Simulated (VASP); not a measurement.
Ga3I: relaxation of cell and atoms with PBE

Ga3I:

```xyz
4
Lattice="4.5318 0.0000 0.0000 0.0000 4.5318 0.0000 0.0000 0.0000 4.5318" Properties=species:S:1:pos:R:3 pbc="T T T"
Ga    0.0000    2.2659    2.2659
Ga    2.2659    0.0000    2.2659
Ga    2.2659    2.2659    0.0000
I     0.0000    0.0000    0.0000
```

```
Program                : VASP 6.6.1
Task                   : relaxation of cell and atoms
Functional             : PBE
Potentials or basis    : VASP PAW PBE potentials, release 64 (Ga_d, I)
Cutoff                 : 600 eV
k mesh                 : 4 × 4 × 4
Occupations            : gaussian, width 0.1 eV
Spin                   : no spin polarisation
Dipole correction      : no
Further INCAR settings : ALGO = Normal; EDIFF = 1e-06; IBRION = 2; EDIFFG = -0.04; NSW = 90; ISIF = 3
```

- Relaxed volume: 26.45 Å³/atom
- Relaxed cell: a = 4.729 Å, b = 4.729 Å, c = 4.729 Å, α = 90.00°, β = 90.00°, γ = 90.00°
- Space group after relaxing (to 0.05 Å): Pm-3m (No. 221)
- Energy gained by relaxing: 39.8 meV/atom
- Ionic steps: 4
- Pressure after relaxing: 0.0 GPa
- Band gap on the k mesh: zero (band 23 reaches 5.79 eV, above the bottom of band 24 at 4.44 eV)

Step by step:
```tsv
step	energy change (eV)	largest force (eV/Å)	pressure (GPa)	volume (Å³)
1	0.0000	0.0000	4.52	93.07
2	-0.1490	0.0000	1.03	102.19
3	-0.1583	0.0000	-0.31	106.92
4	-0.1594	0.0000	-0.02	105.78
```

Final structure:
```
Ga I
1.0
     4.72935    0.00000    0.00000
     0.00000    4.72935    0.00000
     0.00000    0.00000    4.72935
Ga I
3 1
Direct
  0.00000 0.50000 0.50000
  0.50000 0.00000 0.50000
  0.50000 0.50000 0.00000
  0.00000 0.00000 0.00000
```

Levels at points of the mesh, in eV from the Fermi level:
```
           k point  band 20  band 21  band 22  band 23  band 24  band 25  band 26  band 27
(0.00, 0.00, 0.00)    -4.75    -3.80    -3.80     0.68     0.68     0.68     3.05     3.05
(0.50, 0.00, 0.00)    -4.21    -3.33    -2.38    -0.67    -0.67     0.33     2.70     2.86
(0.50, 0.50, 0.00)    -3.81    -2.29    -2.29    -1.27     0.56     0.78     0.78     1.33
(0.50, 0.50, 0.50)    -5.51    -5.51    -5.51    -3.10     2.52     2.52     2.52     6.37
```

It took 51 s on 1 thread of AMD EPYC 9R45 96-Core Processor (Zen 5), with other jobs on the host, peak memory 0.2 GiB.

Caveat: spin-orbit coupling is left out, which moves the levels of the heavy elements.
